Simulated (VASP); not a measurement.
# Cs (P3_121) in VASP: further runs, part 2 of 2

VASP 6.6.1. Earlier steps stand in the parts before.

## (3) Relaxation of cell and atoms, PBEsol

File INCAR:

```
PREC     = Accurate       # precision mode
ENCUT    = 600            # plane-wave cutoff, eV
EDIFF    = 1E-6           # SCF threshold, eV
ISMEAR   = 0              # smearing method
SIGMA    = 0.1            # smearing width, eV
LREAL    = False          # projectors in reciprocal space
LASPH    = True           # aspherical terms in the spheres
NELM     = 60             # most SCF steps
ALGO     = Normal         # electronic algorithm
ISIF     = 3              # what is computed and relaxed
LWAVE    = False          # write WAVECAR
LCHARG   = False          # write CHGCAR
GGA      = PS             # functional
IBRION   = 2              # ionic algorithm
NSW      = 90             # ionic steps
EDIFFG   = -0.04          # ionic threshold
```

File KPOINTS:

```
regular mesh
0
Gamma
  3 3 2
```

File POSCAR:

```
Cs
1.0
    7.2647804298      0.0000000000      0.0000000000
   -3.6323902150      6.2914844052      0.0000000000
    0.0000000000      0.0000000000      8.2421365851
Cs
3
Direct
    0.2254000000      0.0000000000      0.3333333333
    0.0000000000      0.2254000000      0.6666666667
    0.7746000000      0.7746000000      0.0000000000
```

Potentials or basis: VASP PAW PBE potentials, release 64 (Cs_sv).

On the command line:

```sh
cat potpaw_PBE.64/Cs_sv/POTCAR > POTCAR
mpirun -np 1 vasp_std > vasp.out
```

OUTCAR:

```text
PREC = Accurate
   ENCUT = 600
   EDIFF = 1E-6
   ISMEAR = 0
   LREAL = False
   LASPH = True
   NELM = 60
   ISIF = 3
   GGA = PS
   IBRION = 2
   NSW = 90
   EDIFFG = -0.04

 ion  position               nearest neighbor table
   1  0.225  0.000  0.333-
   2  0.000  0.225  0.667-
   3  0.775  0.775  0.000-

  LATTYP: Found a hexagonal cell.
 ALAT       =     7.2647804298
 C/A-ratio  =     1.1345334749

  Lattice vectors:

 A1 = (   7.2647804298,   0.0000000000,   0.0000000000)
 A2 = (  -3.6323902150,   6.2914844052,   0.0000000000)
 A3 = (   0.0000000000,   0.0000000000,   8.2421365851)

Analysis of symmetry for initial positions (statically):
=====================================================================
 Subroutine PRICEL returns:
 Original cell was already a primitive cell.

 Routine SETGRP: Setting up the symmetry group for a
 hexagonal supercell.

 Subroutine GETGRP returns: Found  6 space group operations
 (whereof  2 operations were pure point group operations)
 out of a pool of 24 trial point group operations.

The static configuration has the point symmetry C_2 .
 The point group associated with its full space group is D_3 .

Analysis of symmetry for dynamics (positions and initial velocities):
=====================================================================
 Subroutine PRICEL returns:
 Original cell was already a primitive cell.

 Routine SETGRP: Setting up the symmetry group for a
 hexagonal supercell.

 Subroutine GETGRP returns: Found  6 space group operations
 (whereof  2 operations were pure point group operations)
 out of a pool of 24 trial point group operations.

The dynamic configuration has the point symmetry C_2 .
 The point group associated with its full space group is D_3 .

 Subroutine INISYM returns: Found  6 space group operations
 (whereof  2 operations are pure point group operations),
 and found     1 'primitive' translations

----------------------------------------------------------------------------------------

                                     Primitive cell

  volume of cell :     376.7172

  direct lattice vectors                    reciprocal lattice vectors
     7.264780430  0.000000000  0.000000000     0.137650409  0.079472501  0.000000000
    -3.632390215  6.291484405  0.000000000     0.000000000  0.158945002  0.000000000
     0.000000000  0.000000000  8.242136585     0.000000000  0.000000000  0.121327764

  length of vectors
     7.264780430  7.264780430  8.242136585     0.158945002  0.158945002  0.121327764

  position of ions in fractional coordinates (direct lattice)
     0.225400000  0.000000000  0.333333333
     0.000000000  0.225400000  0.666666667
     0.774600000  0.774600000  0.000000000

  ion indices of the primitive-cell ions
   primitive index   ion index
                 1           1
                 2           2
                 3           3

----------------------------------------------------------------------------------------

[... 34 lines left out ...]
   total plane-waves  NPLWV = 252000
   dimension x,y,z NGX =    60 NGY =   60 NGZ =   70
   dimension x,y,z NGXF=   120 NGYF=  120 NGZF=  140
   ions per type =               3
   NGX,Y,Z   is equivalent  to a cutoff of  13.73, 13.73, 14.12 a.u.
   NGXF,Y,Z  is equivalent  to a cutoff of  27.46, 27.46, 28.24 a.u.
 SYSTEM =  unknown system
   PREC   = accura    normal or accurate (medium, high low for compatibility)
   ISTART =      0    job   : 0-new  1-cont  2-samecut
   ICHARG =      2    charge: 1-file 2-atom 10-const
   ISPIN  =      1    spin polarized calculation?
   LNONCOLLINEAR =      F non collinear calculations
   LSORBIT =      F    spin-orbit coupling
   LASPH  =      T    aspherical Exc in radial PAW
   ENCUT  =  600.0 eV  44.10 Ry    6.64 a.u.  14.51 14.51 16.46*2*pi/ulx,y,z
   NELM   =     60;   NELMIN=  2; NELMDL= -5     # of ELM steps
   EDIFF  = 0.1E-05   stopping-criterion for ELM
   LREAL  =      F    real-space projection
   EDIFFG = -.4E-01   stopping-criterion for IOM
   NSW    =     90    number of steps for IOM
   IBRION =      2    ionic relax: 0-MD 1-quasi-New 2-CG
   NFREE  =      1    steps in history (QN), initial steepest desc. (CG)
   ISIF   =      3    stress and relaxation
   ISYM   =      2    0-nonsym 1-usesym 2-fastsym
   POTIM  = 0.5000    time-step for ionic-motion
   TEBEG  =    0.0;   TEEND  =   0.0 temperature during run
   PSTRESS=    0.0 pullay stress
   NELECT =      27.0000    total number of electrons
   NUPDOWN=      -1.0000    fix difference up-down
   EMIN   =  10.00;   EMAX   =-10.00  energy-range for DOS
   EFERMI =   0.00;   METHOD = LEGACY
   ISMEAR =     0;   SIGMA  =   0.10  broadening in eV -4-tet -1-fermi 0-gaus
   EFERMI_NEDOS =   21; number of points for ismear=-14 and -15
   IALGO  =     38    algorithm
   IMIX   =      4    mixing-type and parameters
     AMIX     =   0.40;   BMIX     =  1.00
     AMIX_MAG =   1.60;   BMIX_MAG =  1.00
  volume/ion in A,a.u.               =     125.57       847.40
  Fermi-wavevector in a.u.,A,eV,Ry     =   0.680024  1.285059  6.291779  0.462433
  Thomas-Fermi vector in A             =   1.758393
   LORBIT       =      0    0 simple, 1 ext, 2 COOP (PROOUT), +10 PAW based schemes
   GGA     = PS    functional components
   LHFCALC =     F    Hartree Fock is set to
   AEXX    =    0.0000 exact exchange contribution
   IVDW    =     0    specifies the selected vdW correction
   LEPSILON=     F    determine dielectric tensor
   LRPA    =     F    only Hartree local field effects (RPA)
 conjugate gradient relaxation of ions
 non-spin polarized calculation
 Gauss-broadening in eV      SIGMA  =   0.10
  energy-cutoff  :      600.00
  volume of cell :      376.72
 maximum number of plane-waves:     12593
 NGX is ok and might be reduce to    60
   NGX = 29   NGY = 29   NGZ = 33

--------------------------------------- Ionic step        1  -------------------------------------------

 number of electron      27.0000001 magnetization

 Free energy of the ion-electron system (eV)
  ---------------------------------------------------
  ext. energy  EPLUGINS =         0.00000000
  ---------------------------------------------------
  free energy    TOTEN  =        -2.01659280 eV

  energy without entropy =       -2.01237574  energy(sigma->0) =       -2.01448427

------------------------ aborting loop because EDIFF is reached ----------------------------------------

  FORCE on cell =-STRESS in cart. coord.  units (eV):
  Direction    XX          YY          ZZ          XY          YZ          ZX
  --------------------------------------------------------------------------------------
  -------------------------------------------------------------------------------------
  Total       -0.1012112     -0.1012112      1.2913865      0.0000000      0.0000000      0.0000000
  in kB       -0.4304511     -0.4304511      5.4922640      0.0000000      0.0000000      0.0000000
  external PRESSURE =       1.5437873 kB  Pullay stress =       0.0000000 kB
[... 92 lines left out ...]
  FREE ENERGIE OF THE ION-ELECTRON SYSTEM (eV)
  ---------------------------------------------------
  free  energy   TOTEN  =        -2.2422023774 eV

  energy  without entropy=       -2.2360822747  energy(sigma->0) =       -2.23914233

 E-fermi :  -0.0376     XC(G=0):  -4.8064

 val. band max:       -0.0803666663   @ k =   0.3333   0.3333   0.0000
 cond. band min:      -0.0179159221   @ k =   0.0000   0.0000   0.0000
 fundamental gap:      0.0624507442
 Fermi energy:        -0.0375856817

 k-point     1 :       0.0000    0.0000    0.0000
  band No.  band energies     occupation
      1     -24.3303      2.00000
      2     -24.3201      2.00000
      3     -24.3201      2.00000
      4     -11.1700      2.00000
      5     -11.1700      2.00000
      6     -11.1362      2.00000
[... 97 lines left out ...]
      4     -11.1868      2.00000
      5     -11.1592      2.00000
      6     -11.1592      2.00000
[... 9 lines left out ...]
     16       0.2946      0.00000
     17       0.3031      0.00000

[... ionic steps 4 to 14 ...]

--------------------------------------- Ionic step       15  -------------------------------------------

 number of electron      27.0000000 magnetization

------------------------ aborting loop because EDIFF is reached ----------------------------------------
[... 69 lines left out ...]
--------------------------------------- Ionic step       17  -------------------------------------------

 number of electron      26.9999999 magnetization

 Free energy of the ion-electron system (eV)
  ---------------------------------------------------
  ext. energy  EPLUGINS =         0.00000000
  ---------------------------------------------------
  free energy    TOTEN  =        -2.94227387 eV

  energy without entropy =       -2.91773702  energy(sigma->0) =       -2.93000545

 E-fermi :   0.6932     XC(G=0):  -5.8005

 val. band max:        0.6110451074   @ k =   0.0000   0.0000   0.5000
 cond. band min:       0.6968994334   @ k =   0.3333  -0.0000   0.0000
 fundamental gap:      0.0858543260
 Fermi energy:         0.6932178363

 k-point     1 :       0.0000    0.0000    0.0000
  band No.  band energies     occupation
      1     -23.0996      2.00000
      2     -23.0913      2.00000
      3     -23.0913      2.00000
      4      -9.9578      2.00000
      5      -9.9578      2.00000
      6      -9.8204      2.00000
[... 139 lines left out ...]
  FREE ENERGIE OF THE ION-ELECTRON SYSTEM (eV)
  ---------------------------------------------------
  free  energy   TOTEN  =        -2.9422738714 eV

  energy  without entropy=       -2.9177370217  energy(sigma->0) =       -2.93000545

 reached required accuracy - stopping structural energy minimisation
```

Run time: 13 min. Hardware: 1 thread of Intel Xeon Platinum 8259CL at 2.50GHz (Skylake/Cascade Lake), shared host; peak memory 0.58 GiB.

Results:

```
Free energy                            : -2.9423 eV
Relaxed volume                         : 101.95 Å³/atom
Relaxed cell                           : a = 5.251 Å, b = 5.251 Å, c = 12.809 Å, α = 90.00°, β = 90.00°, γ = 120.00°
Space group after relaxing (to 0.05 Å) : P3_121 (No. 152)
Energy gained by relaxing              : 308.6 meV/atom
Ionic steps                            : 17
Pressure after relaxing                : 0.0 GPa
Largest force after relaxing           : 0.007 eV/Å
```

Forces in eV/Å, atoms in the order of the input:
```
Cs   0.007  0.000  0.000
Cs  -0.003  0.006  0.000
Cs  -0.003 -0.006  0.000
```

The path:
```
step  energy change (eV)  largest force (eV/Å)  pressure (GPa)  volume (Å³)
   1              0.0000                0.5775            0.15       376.72
   2             -0.0701                0.5145            0.10       383.29
   3             -0.2256                0.3611           -0.04       402.71
   4             -0.3676                0.1655           -0.21       440.26
   5             -0.3850                0.1221           -0.25       452.25
   6             -0.4796                0.1112           -0.21       412.14
   7             -0.6937                0.0675            0.08       302.80
   8              0.9871                0.0134            5.72       134.07
   9             -0.6833                0.1056            0.22       286.45
  10             -0.6620                0.0748            0.78       242.54
  11             -0.6933                0.0947            0.39       269.21
  12             -0.7338                0.0711            0.49       261.45
  13             -0.7516                0.0290            0.85       239.39
  14             -0.8281                0.0163            0.61       253.20
  15             -0.8701                0.0049            0.35       274.10
  16             -0.9039                0.0057            0.21       286.36
  17             -0.9257                0.0068            0.05       305.85
```

Final structure:
```
CELL_PARAMETERS angstrom
5.25092 0.00000 0.00000
-2.62546 4.54743 0.00000
0.00000 0.00000 12.80867
ATOMIC_POSITIONS crystal
Cs 0.32075 0.00000 0.33333
Cs 0.00000 0.32075 0.66667
Cs 0.67925 0.67925 0.00000
```

Levels at points of the mesh, in eV from the Fermi level:
```tsv
k point	band 11	band 12	band 13	band 14	band 15	band 16
(0.00, 0.00, 0.00)	-10.49	-10.49	-1.82	-0.69	-0.69	1.32
(0.00, 0.00, 0.50)	-10.50	-10.50	-1.50	-1.50	-0.08	0.90
```

Caveat: the k points lie up to 0.46 Å⁻¹ apart in the final cell; the volume moved by over 15 % at a fixed basis, so the end points are rough; the PAW data sets were made with another functional, which shifts forces and pressure a little; spin-orbit coupling is left out, which moves the levels of the heavy elements.
